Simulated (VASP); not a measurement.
# SnO2 (P4_2/mnm) in VASP: a series of runs

The runs below take SnO2 through single point, with r2SCAN.

Program: VASP 6.6.1. These are calculated values, not measurements. Logs are shortened: lines on timing, memory, paths and dates and some standing lists are left out, and cuts for length are marked.

### Step 1. The cell of the first run

Symmetry: P4_2/mnm, No. 136, tetragonal system. Conventional cell: a = 4.616 Å, b = 4.616 Å, c = 3.276 Å, α = 90.00°, β = 90.00°, γ = 90.00°. Sn (site symmetry mmm) has 6 O at 2.00 to 2.07 Å within 2.7 Å. O (site symmetry m2m) has 3 Sn at 2.00 to 2.07 Å and 1 O at 2.52 Å within 2.7 Å.

### Step 2. Single point, r2SCAN (biaxial strain in the a-b plane: -3.0 %, then relaxed in part)

POSCAR reads:

```
SnO2
1.0
    4.6164245483      0.0000000000      0.0000000000
    0.0000000000      4.6164245483      0.0000000000
    0.0000000000      0.0000000000      3.2762244644
Sn O
2 4
Direct
    0.5000000000      0.5000000000      0.5000000000
    0.0000000000      0.0000000000      0.0000000000
    0.1932705957      0.8067294043      0.5000000000
    0.8067294043      0.1932705957      0.5000000000
    0.3067294043      0.3067294043      0.0000000000
    0.6932705957      0.6932705957      0.0000000000
```

INCAR.step1 reads:

```
PREC = Accurate ; ENCUT = 520
ISMEAR = 0 ; SIGMA = 0.02
LREAL = F ; LASPH = T
NELM = 80 ; NBANDS = 35
GGA = PE ; ALGO = Normal
EDIFF = 1E-4 ; LWAVE = T
LCHARG = F
```

INCAR.step2 reads:

```
PREC = Accurate ; ENCUT = 520
EDIFF = 1E-6 ; ISMEAR = 0
SIGMA = 0.02 ; LREAL = F
LASPH = T ; NELM = 80
ALGO = Normal ; ISIF = 2
LWAVE = F ; LCHARG = T
METAGGA = R2SCAN ; LMIXTAU = T
LELF = T ; LVHAR = T
NBANDS = 35 ; ISTART = 1
```

KPOINTS reads:

```
Automatic mesh
0
Gamma
  6 6 8
```

Potentials or basis: VASP PAW PBE potentials, release 64 (Sn_d, O).

Command:

```sh
> cat potpaw_PBE.64/Sn_d/POTCAR potpaw_PBE.64/O/POTCAR > POTCAR
> cp INCAR.step1 INCAR
> mpirun -np 1 vasp_std > vasp.out
> cp INCAR.step2 INCAR
> mpirun -np 1 vasp_std > vasp.out
```

OUTCAR:

```text
PREC = Accurate
   ENCUT = 520
   EDIFF = 1E-6
   ISMEAR = 0
   LREAL = F
   LASPH = T
   NELM = 80
   ISIF = 2
   METAGGA = R2SCAN
   ISTART = 1

 ion  position               nearest neighbor table
   1  0.500  0.500  0.500-   3 2.00   4 2.00   5 2.07   6 2.07   5 2.07   6 2.07   2 3.65   2 3.65
                             2 3.65   2 3.65   2 3.65   2 3.65   2 3.65   2 3.65
   2  0.000  0.000  0.000-   5 2.00   6 2.00   3 2.07   4 2.07   3 2.07   4 2.07   1 3.65   1 3.65
                             1 3.65   1 3.65   1 3.65   1 3.65   1 3.65   1 3.65
   3  0.193  0.807  0.500-   1 2.00   2 2.07   2 2.07
   4  0.807  0.193  0.500-   1 2.00   2 2.07   2 2.07
   5  0.307  0.307  0.000-   2 2.00   1 2.07   1 2.07
   6  0.693  0.693  0.000-   2 2.00   1 2.07   1 2.07

  LATTYP: Found a simple tetragonal cell.
 ALAT       =     4.6164245483
 C/A-ratio  =     0.7096887277

  Lattice vectors:

 A1 = (   4.6164245483,   0.0000000000,   0.0000000000)
 A2 = (   0.0000000000,   4.6164245483,   0.0000000000)
 A3 = (   0.0000000000,   0.0000000000,   3.2762244644)

Analysis of symmetry for initial positions (statically):
=====================================================================
 Subroutine PRICEL returns:
 Original cell was already a primitive cell.

 Routine SETGRP: Setting up the symmetry group for a
 simple tetragonal supercell.

 Subroutine GETGRP returns: Found 16 space group operations
 (whereof  8 operations were pure point group operations)
 out of a pool of 16 trial point group operations.

The static configuration has the point symmetry D_2h.
 The point group associated with its full space group is D_4h.

Analysis of symmetry for dynamics (positions and initial velocities):
=====================================================================
 Subroutine PRICEL returns:
 Original cell was already a primitive cell.

 Routine SETGRP: Setting up the symmetry group for a
 simple tetragonal supercell.

 Subroutine GETGRP returns: Found 16 space group operations
 (whereof  8 operations were pure point group operations)
 out of a pool of 16 trial point group operations.

The dynamic configuration has the point symmetry D_2h.
 The point group associated with its full space group is D_4h.

 Subroutine INISYM returns: Found 16 space group operations
 (whereof  8 operations are pure point group operations),
 and found     1 'primitive' translations

----------------------------------------------------------------------------------------

[... 99 lines left out ...]
   NELM   =     80;   NELMIN=  2; NELMDL=  0     # of ELM steps
   EDIFF  = 0.1E-05   stopping-criterion for ELM
   LREAL  =      F    real-space projection
   EDIFFG = 0.1E-04   stopping-criterion for IOM
   NSW    =      0    number of steps for IOM
   IBRION =     -1    ionic relax: 0-MD 1-quasi-New 2-CG
   NFREE  =      0    steps in history (QN), initial steepest desc. (CG)
   ISIF   =      2    stress and relaxation
   ISYM   =      2    0-nonsym 1-usesym 2-fastsym
   POTIM  = 0.5000    time-step for ionic-motion
   TEBEG  =    0.0;   TEEND  =   0.0 temperature during run
   PSTRESS=    0.0 pullay stress
   NELECT =      52.0000    total number of electrons
   NUPDOWN=      -1.0000    fix difference up-down
   EMIN   =  10.00;   EMAX   =-10.00  energy-range for DOS
   EFERMI =   0.00;   METHOD = LEGACY
   ISMEAR =     0;   SIGMA  =   0.02  broadening in eV -4-tet -1-fermi 0-gaus
   EFERMI_NEDOS =   21; number of points for ismear=-14 and -15
   IALGO  =     38    algorithm
   IMIX   =      4    mixing-type and parameters
     AMIX     =   0.40;   BMIX     =  1.00
     AMIX_MAG =   1.60;   BMIX_MAG =  1.00
  volume/ion in A,a.u.               =      11.64        78.53
  Fermi-wavevector in a.u.,A,eV,Ry     =   1.483933  2.804226 29.960798  2.202057
  Thomas-Fermi vector in A             =   2.597533
   LORBIT       =      0    0 simple, 1 ext, 2 COOP (PROOUT), +10 PAW based schemes
   METAGGA = R2SCAN    functional components
   LHFCALC =     F    Hartree Fock is set to
   AEXX    =    0.0000 exact exchange contribution
   IVDW    =     0    specifies the selected vdW correction
   LEPSILON=     F    determine dielectric tensor
   LRPA    =     F    only Hartree local field effects (RPA)
 non-spin polarized calculation
 Gauss-broadening in eV      SIGMA  =   0.02
  energy-cutoff  :      520.00
  volume of cell :       69.82
 maximum number of plane-waves:      1904
 NGX is ok and might be reduce to    36

 number of electron      52.0000020 magnetization

 Free energy of the ion-electron system (eV)
  ---------------------------------------------------
  ext. energy  EPLUGINS =         0.00000000
  ---------------------------------------------------
  free energy    TOTEN  =       -84.46995980 eV

  energy without entropy =      -84.46995980  energy(sigma->0) =      -84.46995980

 E-fermi :   6.1682     XC(G=0): -12.2077

 val. band max:        6.0043637044   @ k =   0.0000   0.0000   0.0000
 cond. band min:       8.1243768598   @ k =   0.0000   0.0000   0.0000
 fundamental gap:      2.1200131554
 Fermi energy:         6.1681999837

 k-point     1 :       0.0000    0.0000    0.0000
  band No.  band energies     occupation
      1     -15.7673      2.00000
      2     -14.6972      2.00000
      3     -14.5070      2.00000
      4     -14.4098      2.00000
      5     -14.4098      2.00000
      6     -14.3876      2.00000
[... 901 lines left out ...]
     34      19.5532      0.00000
     35      19.8692      0.00000

 [... further k-points ...]
[... 5 lines left out ...]
  --------------------------------------------------------------------------------------
  -------------------------------------------------------------------------------------
  Total        5.1503339      5.1503339      0.6150251     -0.0000000      0.0000000      0.0000000
  in kB      118.1845848    118.1845848     14.1129651     -0.0000000      0.0000000      0.0000000
  external PRESSURE =      83.4940449 kB  Pullay stress =       0.0000000 kB

 VOLUME and BASIS-vectors are now :
 -----------------------------------------------------------------------------
  energy-cutoff  :      520.00
  volume of cell :       69.82
      direct lattice vectors                 reciprocal lattice vectors
     4.616424548  0.000000000  0.000000000     0.216617859  0.000000000  0.000000000
     0.000000000  4.616424548  0.000000000     0.000000000  0.216617859  0.000000000
     0.000000000  0.000000000  3.276224464     0.000000000  0.000000000  0.305229392

 POSITION                                       TOTAL-FORCE (eV/Angst)
 -----------------------------------------------------------------------------------
      2.30821      2.30821      1.63811         0.000000     -0.000000      0.000000
      0.00000      0.00000      0.00000         0.000000     -0.000000      0.000000
      0.89222      3.72421      1.63811        -0.002720      0.002720      0.000000
      3.72421      0.89222      1.63811         0.002720     -0.002720     -0.000000
      1.41599      1.41599      0.00000         0.002720      0.002720      0.000000
      3.20043      3.20043      0.00000        -0.002720     -0.002720     -0.000000
 -----------------------------------------------------------------------------------
    total drift:                                0.000000      0.000000      0.000000

  FREE ENERGIE OF THE ION-ELECTRON SYSTEM (eV)
  ---------------------------------------------------
  free  energy   TOTEN  =       -84.4699597990 eV

  energy  without entropy=      -84.4699597990  energy(sigma->0) =      -84.46995980
```

OUTCAR.step1:

```text
PREC = Accurate
   ENCUT = 520
   ISMEAR = 0
   LREAL = F
[... 1154 lines left out ...]
      0.89222      3.72421      1.63811        -0.008813      0.008813     -0.000000
      3.72421      0.89222      1.63811         0.008813     -0.008813      0.000000
      1.41599      1.41599      0.00000         0.008813      0.008813     -0.000000
      3.20043      3.20043      0.00000        -0.008813     -0.008813      0.000000
 -----------------------------------------------------------------------------------
    total drift:                                0.000000      0.000000      0.000000

  FREE ENERGIE OF THE ION-ELECTRON SYSTEM (eV)
  ---------------------------------------------------
  free  energy   TOTEN  =       -36.9764875107 eV

  energy  without entropy=      -36.9764875107  energy(sigma->0) =      -36.97648751
```

Run time: 2.2 min. Hardware: 1 thread of Intel Xeon 6975P-C (Granite Rapids), shared host; peak memory 0.23 GiB.

What came out:

* Free energy: -84.4700 eV
* Pressure: 8.3 GPa
* Largest force: 0.004 eV/Å
* Band gap on the k mesh: 2.12 eV

Forces on the atoms (eV/Å):
```
Sn   0.000  0.000  0.000
Sn   0.000  0.000  0.000
O   -0.003  0.003  0.000
O    0.003 -0.003  0.000
O    0.003  0.003  0.000
O   -0.003 -0.003  0.000
```

Caveat: the cell differs from its parent crystal (biaxial strain in the a-b plane: -3.0 %, then relaxed in part); the cell stands under pressure; the PAW data sets were made with another functional, which shifts forces and pressure a little; spin-orbit coupling is left out, which moves the levels of the heavy elements.

### Step 3. Single point, r2SCAN

This run uses another cell than the first one: it holds 12 atoms, not 6.

POSCAR reads:

```
SnO2
1.0
    0.0000000000      4.7592005649     -3.2012699643
    0.0000000000     -4.7592005649     -3.2012699643
   -4.7592005649      0.0000000000      3.2012699643
Sn O
4 8
Direct
    0.2500000000      0.7500000000      0.5000000000
    0.7500000000      0.2500000000      0.5000000000
    0.0000000000      0.0000000000      0.0000000000
    0.5000000000      0.5000000000      0.0000000000
    0.5559383585      0.7500000000      0.8059383585
    0.0559383585      0.2500000000      0.8059383585
    0.9440616415      0.7500000000      0.1940616415
    0.4440616415      0.2500000000      0.1940616415
    0.5000000000      0.1940616415      0.6940616415
    0.0000000000      0.6940616415      0.6940616415
    0.5000000000      0.8059383585      0.3059383585
    0.0000000000      0.3059383585      0.3059383585
```

INCAR.step1 reads:

```
SYSTEM = SnO2
  ALGO = Normal
  EDIFF = 1E-4
  ENCUT = 520
  GGA = PE
  ISMEAR = 0
  LASPH = .TRUE.
  LCHARG = .FALSE.
  LREAL = .FALSE.
  LWAVE = .TRUE.
  NBANDS = 64
  NELM = 60
  PREC = Accurate
  SIGMA = 0.1
```

INCAR.step2 reads:

```
SYSTEM = SnO2
  ALGO = Normal
  EDIFF = 1E-7
  ENCUT = 520
  ISIF = 2
  ISMEAR = 0
  ISTART = 1
  LASPH = .TRUE.
  LCHARG = .FALSE.
  LMIXTAU = .TRUE.
  LREAL = .FALSE.
  LWAVE = .FALSE.
  METAGGA = R2SCAN
  NBANDS = 64
  NELM = 60
  PREC = Accurate
  SIGMA = 0.1
```

KPOINTS reads:

```
k-points
0
G
  8 8 8
  0 0 0
```

Potentials or basis: VASP PAW PBE potentials, release 64 (Sn_d, O).

Command:

```sh
> cat potpaw_PBE.64/Sn_d/POTCAR potpaw_PBE.64/O/POTCAR > POTCAR
> cp INCAR.step1 INCAR
> mpirun -np 1 vasp_std > vasp.out
> cp INCAR.step2 INCAR
> mpirun -np 1 vasp_std > vasp.out
```

It took 23 min on 1 thread of Intel Xeon 6975P-C (Granite Rapids), shared host; peak memory 0.61 GiB.

Results (log left out):

* Free energy: -169.2600 eV
* Pressure: 1.1 GPa
* Largest force: 0.033 eV/Å
* Band gap on the k mesh: 1.80 eV

Forces in eV/Å, atoms in the order of the input:
```
Sn   0.000  0.000  0.000
Sn   0.000  0.000  0.000
Sn   0.000  0.000  0.000
Sn   0.000  0.000  0.000
O    0.023 -0.023  0.000
O    0.023 -0.023  0.000
O   -0.023  0.023  0.000
O   -0.023  0.023  0.000
O   -0.023 -0.023  0.000
O   -0.023 -0.023  0.000
O    0.023  0.023  0.000
O    0.023  0.023  0.000
```

Stress tensor (GPa, compression positive):
```
0.97 0.00 0.00
0.00 0.97 0.00
0.00 0.00 1.43
```

Levels at points of the mesh, in eV from the valence-band top:
| k point | band 48 | band 49 | band 50 | band 51 | band 52 | band 53 | band 54 | band 55 | band 56 | band 57 |
| --- | --- | --- | --- | --- | --- | --- | --- | --- | --- | --- |
| (0.00, 0.00, 0.00) | -0.85 | -0.85 | -0.78 | -0.78 | 0.00 | 1.80 | 5.53 | 5.53 | 6.81 | 7.05 |
| (0.50, 0.00, 0.00) | -1.03 | -0.86 | -0.86 | -0.51 | -0.51 | 5.18 | 5.18 | 6.88 | 6.88 | 9.49 |
| (0.50, 0.50, 0.00) | -1.11 | -0.69 | -0.69 | -0.62 | -0.62 | 5.01 | 5.01 | 7.15 | 7.15 | 7.80 |
| (0.50, 0.50, 0.50) | -1.30 | -1.27 | -1.27 | -0.92 | -0.92 | 5.44 | 5.44 | 6.87 | 6.87 | 8.22 |

Caveat: the PAW data sets were made with another functional, which shifts forces and pressure a little; spin-orbit coupling is left out, which moves the levels of the heavy elements.

### Step 4. Single point, r2SCAN

This run uses another cell than the first one: it holds 12 atoms, not 6.

POSCAR is that of step 3.

INCAR.step1 reads:

```
SYSTEM = SnO2
PREC = Accurate
ENCUT = 520
ISMEAR = 0
SIGMA = 0.02
LREAL = .False.
LASPH = .True.
NELM = 100
NBANDS = 64
GGA = PE
ALGO = Normal
EDIFF = 1E-4
LWAVE = .True.
LCHARG = .False.
```

INCAR.step2 reads:

```
SYSTEM = SnO2
PREC = Accurate
ENCUT = 520
EDIFF = 1E-6
ISMEAR = 0
SIGMA = 0.02
LREAL = .False.
LASPH = .True.
NELM = 100
ALGO = Normal
ISIF = 2
LWAVE = .False.
LCHARG = .False.
METAGGA = R2SCAN
LMIXTAU = .True.
NBANDS = 64
ISTART = 1
```

KPOINTS reads:

```
regular mesh
0
Gamma
  6 6 6
  0 0 0
```

Command:

```sh
> cat potpaw_PBE.64/Sn_d/POTCAR potpaw_PBE.64/O/POTCAR > POTCAR
> cp INCAR.step1 INCAR
> mpirun -np 1 vasp_std > vasp.out
> cp INCAR.step2 INCAR
> mpirun -np 1 vasp_std > vasp.out
```

It took 17 min on 1 thread of Intel Xeon Platinum 8488C (Sapphire Rapids), shared host; peak memory 0.47 GiB.

It converged, with:

```
Free energy            : -169.2599 eV
Pressure               : 1.1 GPa
Largest force          : 0.033 eV/Å
Band gap on the k mesh : 1.80 eV
```

Forces on the atoms (eV/Å):
```
Sn   0.000  0.000  0.000
Sn   0.000  0.000  0.000
Sn   0.000  0.000  0.000
Sn   0.000  0.000  0.000
O    0.023 -0.023  0.000
O    0.023 -0.023  0.000
O   -0.023  0.023  0.000
O   -0.023  0.023  0.000
O   -0.023 -0.023  0.000
O   -0.023 -0.023  0.000
O    0.023  0.023  0.000
O    0.023  0.023  0.000
```

Stress tensor (GPa, compression positive):
```
0.96 0.00 0.00
0.00 0.96 0.00
0.00 0.00 1.43
```

Levels at points of the mesh, in eV from the valence-band top:
```tsv
k point	band 48	band 49	band 50	band 51	band 52	band 53	band 54	band 55	band 56	band 57
(0.00, 0.00, 0.00)	-0.85	-0.85	-0.78	-0.78	0.00	1.80	5.53	5.53	6.81	7.05
(0.50, 0.00, 0.00)	-1.03	-0.86	-0.86	-0.51	-0.51	5.18	5.18	6.88	6.88	9.49
(0.50, 0.50, 0.00)	-1.11	-0.69	-0.69	-0.62	-0.62	5.01	5.01	7.15	7.15	7.80
(0.50, 0.50, 0.50)	-1.30	-1.27	-1.27	-0.92	-0.92	5.44	5.44	6.87	6.87	8.22
```

Caveat: the PAW data sets were made with another functional, which shifts forces and pressure a little; spin-orbit coupling is left out, which moves the levels of the heavy elements.

### Step 5. Summary

| cell | k mesh | smearing | gap on the mesh (eV) | pressure (GPa) | largest force (eV/Å) |
| --- | --- | --- | --- | --- | --- |
| a = 4.616, b = 4.616, c = 3.276 Å, 6 atoms, atomic positions A | 6 × 6 × 8 | gaussian 0.02 eV | 2.12 | 8.3 | - |
| a = 5.736 Å, angles 108.2, 108.2, 112.1°, 12 atoms, atomic positions B | 8 × 8 × 8 | gaussian 0.1 eV | 1.80 | 1.1 | 0.03 |
| a = 5.736 Å, angles 108.2, 108.2, 112.1°, 12 atoms, atomic positions B | 6 × 6 × 6 | gaussian 0.02 eV | 1.80 | 1.1 | 0.03 |

Alike in all rows: task single point; level r2SCAN; potentials or basis VASP PAW PBE potentials, release 64 (Sn_d, O); no spin polarisation; cutoff (eV) 520.

Caveats: the PAW data sets were made with another functional, which shifts forces and pressure a little; spin-orbit coupling is left out, which moves the levels of the heavy elements; the cell stands under pressure (at least some runs).

Absolute energies hang on the potentials; compare differences alone.
